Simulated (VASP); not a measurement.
# MoPt (P-6m2) in VASP: a series of runs

The runs below take MoPt through single point, relaxation of volume and atoms at fixed shape, with LDA.

Everything below comes from runs of VASP 6.6.1. Logs are shortened: lines on timing, memory, paths and dates and some standing lists are left out, and cuts for length are marked.

## Step 1: The cell of the first run

The structure is hexagonal, space group P-6m2 (No. 187). The conventional cell has a = 2.768 Å, b = 2.768 Å, c = 4.441 Å, α = 90.00°, β = 90.00°, γ = 120.00°. Mo (site symmetry -6m2) has 6 Pt at 2.74 Å and 6 Mo at 2.77 Å within 3.6 Å. Pt (site symmetry -6m2) has 6 Mo at 2.74 Å and 6 Pt at 2.77 Å within 3.6 Å.

## Step 2: Single point, LDA

File INCAR:

```
SYSTEM = MoPt
PREC = Accurate
ENCUT = 520
EDIFF = 1E-6
ISMEAR = -1
SIGMA = 0.1
LREAL = .False.
LASPH = .True.
NELM = 80
ALGO = Normal
ISIF = 2
LWAVE = .False.
LCHARG = .False.
NBANDS = 19
```

File KPOINTS:

```
regular mesh
0
Gamma
  8 8 5
  0 0 0
```

File POSCAR:

```
MoPt
1.0
    2.7676000233      0.0000000000      0.0000000000
   -1.3838000117      2.3968119277      0.0000000000
    0.0000000000      0.0000000000      4.4406450011
Mo Pt
1 1
Direct
    0.6666666667      0.3333333333      0.0000000000
    0.3333333333      0.6666666667      0.5000000000
```

Potentials or basis: VASP PAW LDA potentials, release 64 (Mo_sv, Pt).

Started as:

```bash
cat potpaw_LDA.64/Mo_sv/POTCAR potpaw_LDA.64/Pt/POTCAR > POTCAR
mpirun -np 1 vasp_std > vasp.out
```

OUTCAR:

```text
SYSTEM = MoPt
   PREC = Accurate
   ENCUT = 520
   EDIFF = 1E-6
   ISMEAR = -1
   LREAL = .False.
   LASPH = .True.
   NELM = 80
   ISIF = 2

 ion  position               nearest neighbor table
   1  0.667  0.333  0.000-   2 2.74   2 2.74   2 2.74   2 2.74   2 2.74   2 2.74
   2  0.333  0.667  0.500-   1 2.74   1 2.74   1 2.74   1 2.74   1 2.74   1 2.74

  LATTYP: Found a hexagonal cell.
 ALAT       =     2.7676000233
 C/A-ratio  =     1.6045111157

  Lattice vectors:

 A1 = (   2.7676000233,   0.0000000000,   0.0000000000)
 A2 = (  -1.3838000117,   2.3968119277,   0.0000000000)
 A3 = (   0.0000000000,   0.0000000000,   4.4406450011)

Analysis of symmetry for initial positions (statically):
=====================================================================
 Subroutine PRICEL returns:
 Original cell was already a primitive cell.

 Routine SETGRP: Setting up the symmetry group for a
 hexagonal supercell.

 Subroutine GETGRP returns: Found 12 space group operations
 (whereof 12 operations were pure point group operations)
 out of a pool of 24 trial point group operations.

The static configuration has the point symmetry D_3h.

Analysis of symmetry for dynamics (positions and initial velocities):
=====================================================================
 Subroutine PRICEL returns:
 Original cell was already a primitive cell.

 Routine SETGRP: Setting up the symmetry group for a
 hexagonal supercell.

 Subroutine GETGRP returns: Found 12 space group operations
 (whereof 12 operations were pure point group operations)
 out of a pool of 24 trial point group operations.

The dynamic configuration has the point symmetry D_3h.

 Subroutine INISYM returns: Found 12 space group operations
 (whereof 12 operations are pure point group operations),
 and found     1 'primitive' translations

----------------------------------------------------------------------------------------

                                     Primitive cell

  volume of cell :      29.4566

  direct lattice vectors                    reciprocal lattice vectors
     2.767600023  0.000000000  0.000000000     0.361323888  0.208610444  0.000000000
    -1.383800012  2.396811928  0.000000000     0.000000000  0.417220888  0.000000000
     0.000000000  0.000000000  4.440645001     0.000000000  0.000000000  0.225192511

  length of vectors
     2.767600023  2.767600023  4.440645001     0.417220888  0.417220888  0.225192511

  position of ions in fractional coordinates (direct lattice)
     0.666666667  0.333333333  0.000000000
     0.333333333  0.666666667  0.500000000

  ion indices of the primitive-cell ions
   primitive index   ion index
                 1           1
                 2           2

----------------------------------------------------------------------------------------

 KPOINTS: regular mesh

Automatic generation of k-mesh.
 Grid dimensions read from file:
 generate k-points for:    8    8    5

 Generating k-lattice:

  Cartesian coordinates                     Fractional coordinates (reciprocal lattice)
     0.045165486  0.026076305  0.000000000     0.125000000  0.000000000  0.000000000
     0.000000000  0.052152611  0.000000000     0.000000000  0.125000000  0.000000000
     0.000000000  0.000000000  0.045038502     0.000000000  0.000000000  0.200000000

  Length of vectors
     0.052152611  0.052152611  0.045038502

  Shift w.r.t. Gamma in fractional coordinates (k-lattice)
     0.000000000  0.000000000  0.000000000

 Subroutine IBZKPT returns following result:
 ===========================================

 Found     30 irreducible k-points:

 Following reciprocal coordinates:
            Coordinates               Weight
  0.000000  0.000000  0.000000      1.000000
  0.125000  0.000000  0.000000      6.000000
  0.250000  0.000000  0.000000      6.000000
  0.375000 -0.000000  0.000000      6.000000
  0.500000  0.000000  0.000000      3.000000
  0.125000  0.125000  0.000000      6.000000
[... 16 lines left out ...]
  0.250000  0.000000  0.400000     12.000000
  0.375000 -0.000000  0.400000     12.000000
 [... further k-points ...]
   k-points           NKPTS =     30   k-points in BZ     NKDIM =     30   number of bands    NBANDS=     19
   number of dos      NEDOS =    301   number of ions     NIONS =      2
   total plane-waves  NPLWV =  20736
   dimension x,y,z NGX =    24 NGY =   24 NGZ =   36
   dimension x,y,z NGXF=    48 NGYF=   48 NGZF=   72
   ions per type =               1   1
   NGX,Y,Z   is equivalent  to a cutoff of  14.42, 14.42, 13.48 a.u.
   NGXF,Y,Z  is equivalent  to a cutoff of  28.83, 28.83, 26.95 a.u.
 SYSTEM =  MoPt
   PREC   = accura    normal or accurate (medium, high low for compatibility)
   ISTART =      0    job   : 0-new  1-cont  2-samecut
   ICHARG =      2    charge: 1-file 2-atom 10-const
   ISPIN  =      1    spin polarized calculation?
   LNONCOLLINEAR =      F non collinear calculations
   LSORBIT =      F    spin-orbit coupling
   LASPH  =      T    aspherical Exc in radial PAW
   ENCUT  =  520.0 eV  38.22 Ry    6.18 a.u.   5.15  5.15  8.26*2*pi/ulx,y,z
   NELM   =     80;   NELMIN=  2; NELMDL= -5     # of ELM steps
   EDIFF  = 0.1E-05   stopping-criterion for ELM
   LREAL  =      F    real-space projection
   EDIFFG = 0.1E-04   stopping-criterion for IOM
   NSW    =      0    number of steps for IOM
   IBRION =     -1    ionic relax: 0-MD 1-quasi-New 2-CG
   NFREE  =      0    steps in history (QN), initial steepest desc. (CG)
   ISIF   =      2    stress and relaxation
   ISYM   =      2    0-nonsym 1-usesym 2-fastsym
   POTIM  = 0.5000    time-step for ionic-motion
   TEBEG  =    0.0;   TEEND  =   0.0 temperature during run
   PSTRESS=    0.0 pullay stress
   NELECT =      24.0000    total number of electrons
   NUPDOWN=      -1.0000    fix difference up-down
   EMIN   =  10.00;   EMAX   =-10.00  energy-range for DOS
   EFERMI =   0.00;   METHOD = LEGACY
   ISMEAR =    -1;   SIGMA  =   0.10  broadening in eV -4-tet -1-fermi 0-gaus
   EFERMI_NEDOS =   21; number of points for ismear=-14 and -15
   IALGO  =     38    algorithm
   IMIX   =      4    mixing-type and parameters
     AMIX     =   0.40;   BMIX     =  1.00
     AMIX_MAG =   1.60;   BMIX_MAG =  1.00
  volume/ion in A,a.u.               =      14.73        99.39
  Fermi-wavevector in a.u.,A,eV,Ry     =   1.529035  2.889457 31.809720  2.337948
  Thomas-Fermi vector in A             =   2.636712
   LORBIT       =      0    0 simple, 1 ext, 2 COOP (PROOUT), +10 PAW based schemes
   GGA     = CA    functional components
   LHFCALC =     F    Hartree Fock is set to
   AEXX    =    0.0000 exact exchange contribution
   IVDW    =     0    specifies the selected vdW correction
   LEPSILON=     F    determine dielectric tensor
   LRPA    =     F    only Hartree local field effects (RPA)
 non-spin polarized calculation
  energy-cutoff  :      520.00
  volume of cell :       29.46
 maximum number of plane-waves:       808
 NGX is ok and might be reduce to    24
   NGX = 11   NGY = 11   NGZ = 17

 number of electron      23.9999999 magnetization

 Free energy of the ion-electron system (eV)
  ---------------------------------------------------
  ext. energy  EPLUGINS =         0.00000000
  ---------------------------------------------------
  free energy    TOTEN  =       -20.04368309 eV

  energy without entropy =      -19.98145183  energy(sigma->0) =      -20.01256746

 E-fermi :  12.8359     XC(G=0): -13.8836

 val. band max:       12.8028667781   @ k =   0.1250   0.0000   0.4000
 cond. band min:      12.8916049011   @ k =   0.3750  -0.0000   0.4000
 fundamental gap:      0.0887381231
 Fermi energy:        12.8358651898

 k-point     1 :       0.0000    0.0000    0.0000
  band No.  band energies     occupation
      1     -47.9576      2.00000
      2     -22.3860      2.00000
      3     -21.4994      2.00000
      4     -21.4994      2.00000
      5       2.9845      2.00000
      6       5.9964      2.00000
[... 11 lines left out ...]
     18      26.2572      0.00000
     19      28.3518      0.00000

 k-point     2 :       0.1250    0.0000    0.0000
  band No.  band energies     occupation
      1     -47.9290      2.00000
      2     -22.3603      2.00000
      3     -21.6903      2.00000
      4     -21.5423      2.00000
      5       3.5596      2.00000
      6       6.3742      2.00000
[... 11 lines left out ...]
     18      27.3111      0.00000
     19      29.0188      0.00000

 k-point     3 :       0.2500    0.0000    0.0000
  band No.  band energies     occupation
      1     -47.8593      2.00000
      2     -22.2974      2.00000
      3     -22.1362      2.00000
      4     -21.6445      2.00000
      5       4.9362      2.00000
      6       6.8381      2.00000
[... 11 lines left out ...]
     18      25.7016      0.00000
     19      28.0048      0.00000

 k-point     4 :       0.3750   -0.0000    0.0000
  band No.  band energies     occupation
      1     -47.7886      2.00000
      2     -22.5631      2.00000
      3     -22.2337      2.00000
      4     -21.7449      2.00000
      5       5.5692      2.00000
      6       6.9149      2.00000
[... 11 lines left out ...]
     18      22.3498      0.00000
     19      25.6216      0.00000

 k-point     5 :       0.5000    0.0000    0.0000
  band No.  band energies     occupation
      1     -47.7590      2.00000
      2     -22.7349      2.00000
      3     -22.2070      2.00000
      4     -21.7860      2.00000
      5       5.4795      2.00000
      6       6.5152      2.00000
[... 11 lines left out ...]
     18      23.5171      0.00000
     19      24.2365      0.00000

 k-point     6 :       0.1250    0.1250    0.0000
  band No.  band energies     occupation
      1     -47.8798      2.00000
      2     -22.3159      2.00000
      3     -21.9863      2.00000
      4     -21.6373      2.00000
      5       4.5944      2.00000
      6       6.9237      2.00000
[... 11 lines left out ...]
     18      27.3905      0.00000
     19      27.9937      0.00000

 k-point     7 :       0.2500    0.1250    0.0000
  band No.  band energies     occupation
      1     -47.8094      2.00000
      2     -22.3753      2.00000
      3     -22.2524      2.00000
      4     -21.7864      2.00000
      5       5.9281      2.00000
      6       7.0864      2.00000
[... 11 lines left out ...]
     18      23.2408      0.00000
     19      25.4746      0.00000

 k-point     8 :       0.3750    0.1250    0.0000
  band No.  band energies     occupation
      1     -47.7590      2.00000
      2     -22.6405      2.00000
      3     -22.2070      2.00000
      4     -21.8919      2.00000
      5       5.9594      2.00000
      6       6.6315      2.00000
[... 256 lines left out ...]
 k-point    20 :       0.3750    0.2500    0.2000
  band No.  band energies     occupation
      1     -47.7384      2.00000
      2     -22.5149      2.00000
      3     -22.1857      2.00000
      4     -22.1843      2.00000
      5       6.5695      2.00000
      6       7.2116      2.00000
[... 11 lines left out ...]
     18      24.0769      0.00000
     19      24.8828      0.00000

 k-point    21 :       0.0000    0.0000    0.4000
  band No.  band energies     occupation
      1     -47.9554      2.00000
      2     -22.4196      2.00000
      3     -21.4999      2.00000
      4     -21.4999      2.00000
      5       4.0139      2.00000
      6       6.8026      2.00000
[... 11 lines left out ...]
     18      26.1712      0.00000
     19      27.7561      0.00000

 k-point    22 :       0.1250    0.0000    0.4000
  band No.  band energies     occupation
      1     -47.9271      2.00000
      2     -22.3882      2.00000
      3     -21.6892      2.00000
      4     -21.5432      2.00000
      5       4.5487      2.00000
      6       7.1079      2.00000
[... 11 lines left out ...]
     18      26.7989      0.00000
     19      28.2218      0.00000

 k-point    23 :       0.2500    0.0000    0.4000
  band No.  band energies     occupation
      1     -47.8583      2.00000
      2     -22.3120      2.00000
      3     -22.1315      2.00000
      4     -21.6461      2.00000
      5       5.5611      2.00000
      6       7.0441      2.00000
[... 11 lines left out ...]
     18      27.4299      0.00000
     19      28.2491      0.00000

 k-point    24 :       0.3750   -0.0000    0.4000
  band No.  band energies     occupation
      1     -47.7885      2.00000
      2     -22.5557      2.00000
      3     -22.2350      2.00000
      4     -21.7472      2.00000
      5       5.5671      2.00000
      6       6.3954      2.00000
[... 11 lines left out ...]
     18      25.6768      0.00000
     19      27.5060      0.00000

 [... further k-points ...]
[... 5 lines left out ...]
  --------------------------------------------------------------------------------------
  -------------------------------------------------------------------------------------
  Total       -0.1694066     -0.1694066      0.8871607      0.0000000     -0.0000000      0.0000000
  in kB       -9.2141967     -9.2141967     48.2535774      0.0000000     -0.0000000      0.0000000
  external PRESSURE =       9.9417280 kB  Pullay stress =       0.0000000 kB

 VOLUME and BASIS-vectors are now :
 -----------------------------------------------------------------------------
  energy-cutoff  :      520.00
  volume of cell :       29.46
      direct lattice vectors                 reciprocal lattice vectors
     2.767600023  0.000000000  0.000000000     0.361323888  0.208610444  0.000000000
    -1.383800012  2.396811928  0.000000000     0.000000000  0.417220888  0.000000000
     0.000000000  0.000000000  4.440645001     0.000000000  0.000000000  0.225192511

 POSITION                                       TOTAL-FORCE (eV/Angst)
 -----------------------------------------------------------------------------------
      1.38380      0.79894      0.00000         0.000000      0.000000      0.000000
     -0.00000      1.59787      2.22032        -0.000000      0.000000      0.000000
 -----------------------------------------------------------------------------------
    total drift:                               -0.000000      0.000000      0.000000

  FREE ENERGIE OF THE ION-ELECTRON SYSTEM (eV)
  ---------------------------------------------------
  free  energy   TOTEN  =       -20.0436830917 eV

  energy  without entropy=      -19.9814518251  energy(sigma->0) =      -20.01256746
```

Wall time 29 s (1 thread of Intel Xeon 8259CL, shared host); peak memory 0.15 GiB.

Results:

```yaml
Free_energy: -20.0437 eV
Pressure: 1.0 GPa
Band_gap_on_the_k_mesh: zero (bands 12 and 13 overlap by 2.05 eV)
```

Caveat: spin-orbit coupling is left out, which moves the levels of the heavy elements.

(Part 1 of 2 ends here.)
